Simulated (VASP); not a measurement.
Input of a VASP 6.6.1 run:

Contents of INCAR:

```
ALGO = Normal
EDIFF = 1E-6
ENCUT = 520
GGA = PE
ISIF = 2
ISMEAR = -1
LASPH = T
LCHARG = F
LREAL = Auto
LWAVE = F
NBANDS = 53
NELM = 80
PREC = Accurate
SIGMA = 0.02
```

KPOINTS

```
k-points
0
Gamma
  2 2 2
```

File POSCAR:

```
Si16Ge
1.0
    0.0000000000      5.4300000000      5.4300000000
    5.4300000000      0.0000000000      5.4300000000
    5.4300000000      5.4300000000      0.0000000000
Si Ge
16 1
Direct
   -0.1093278085     -0.0525506446      0.0470073665
    0.0297145488      0.1818508287      0.1203038674
    0.0408011050     -0.0162338858      0.4496408840
    0.0670994475      0.1174309392      0.6584254144
    0.0186187845      0.6228176796     -0.0191528545
    0.3722375691      0.6791252302     -0.0096040516
   -0.0844659300      0.4811510129      0.6589594843
    0.1348526703      0.6425322284      0.6452762431
    0.4604604052     -0.0097237569     -0.0797605893
    0.5228637201      0.0061970534      0.2064364641
    0.4415653775     -0.0136464088      0.5264456722
    0.6736464088      0.0550460405      0.5636832413
    0.7033977901      0.3078176796      0.0447974217
    0.6750736648      0.6173756906      0.1248710866
    0.4877716390      0.4489318600      0.5213627993
    0.5453591160      0.6073664825      0.6938305709
    0.2578084715      0.3758195212      0.1911786372
```

Potentials or basis: VASP PAW PBE potentials, release 64 (Si, Ge_d).

Command:

```console
$ cat potpaw_PBE.64/Si/POTCAR potpaw_PBE.64/Ge_d/POTCAR > POTCAR
$ mpirun -np 1 vasp_std > vasp.out
```

Q: Predict the largest force.

A: 3.171 eV/Å.

Q: Predict the band gap on the k mesh.

A: 0.13 eV.

Q: What does it give for the pressure?

A: 3.0 GPa.

Forces on the atoms (eV/Å):
```
Si  -0.999  1.010  0.912
Si  -1.472 -1.394  1.062
Si   1.416  0.343  0.594
Si   0.628 -0.395  0.209
Si   0.694  0.722 -0.699
Si   2.270  0.696 -0.043
Si  -0.218  0.156 -0.539
Si  -1.988 -0.484 -1.541
Si   0.836  0.723 -1.292
Si  -2.310 -2.089  0.596
Si   1.120  1.088 -1.241
Si   1.326 -0.447  0.745
Si   1.170 -0.233  1.253
Si   0.162 -0.409 -1.453
Si  -0.563  0.740  1.251
Si  -2.553 -0.519  0.884
Ge   0.479  0.492 -0.700
```

Caveat: the k points lie up to 0.50 Å⁻¹ apart.
